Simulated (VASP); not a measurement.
Set up this calculation in VASP 6.6.1, as the native input.

```yaml
Task: single point
Functional: PBE
Dispersion: D3(BJ)
Potentials_or_basis: VASP PAW PBE potentials, release 64 (Se, W_sv)
Cutoff: 520 eV
k_mesh: 12 × 12 × 1
Occupations: gaussian, width 0.02 eV
Spin: no spin polarisation
Dipole_correction: yes
Further_INCAR_settings: ALGO = Normal; EDIFF = 1e-06; NBANDS = 20
```

The structure of WSe2 lies in POSCAR:

```
WSe2
1.0
    3.5155073254      0.0000000000      0.0000000000
   -1.7577536627      3.0445186510      0.0000000000
    0.0000000000      0.0000000000     32.7374894635
Se W
2 1
Direct
    0.3333333333      0.6666666667      0.4509229147
    0.3333333333      0.6666666667      0.5490770853
    0.6666666667      0.3333333333      0.5000000000
```

This cell differs from its parent crystal: biaxial strain +0.070, then relaxed in part.

These files were run (other wordings do the same):

INCAR

```
PREC = Accurate
ENCUT = 520
EDIFF = 1E-6
ISMEAR = 0
SIGMA = 0.02
LREAL = F
LASPH = T
NELM = 80
ALGO = Normal
ISIF = 2
LWAVE = F
LCHARG = F
LDIPOL = T
IDIPOL = 3
DIPOL = 0.5 0.5 0.500
GGA = PE
IVDW = 12
NBANDS = 20
```

KPOINTS

```
Automatic mesh
0
Gamma
  12 12 1
```

Potentials or basis: VASP PAW PBE potentials, release 64 (Se, W_sv).

The run is started by

```sh
$ cat potpaw_PBE.64/Se/POTCAR potpaw_PBE.64/W_sv/POTCAR > POTCAR
$ mpirun -np 1 vasp_std > vasp.out
```

Results of the run:

```yaml
Largest_force: 0.036 eV/Å
Band_gap_on_the_k_mesh: 0.67 eV, indirect (least direct gap 0.99 eV)
Dispersion_energy_per_atom: -0.298 eV
```

Caveat: the cell differs from its parent crystal (biaxial strain +0.070, then relaxed in part); spin-orbit coupling is left out, which moves the levels of the heavy elements.

It took 4.5 min on 1 thread of Intel(R) Xeon(R) 6975P-C (Granite Rapids) (shared host), peak memory 0.5 GiB.
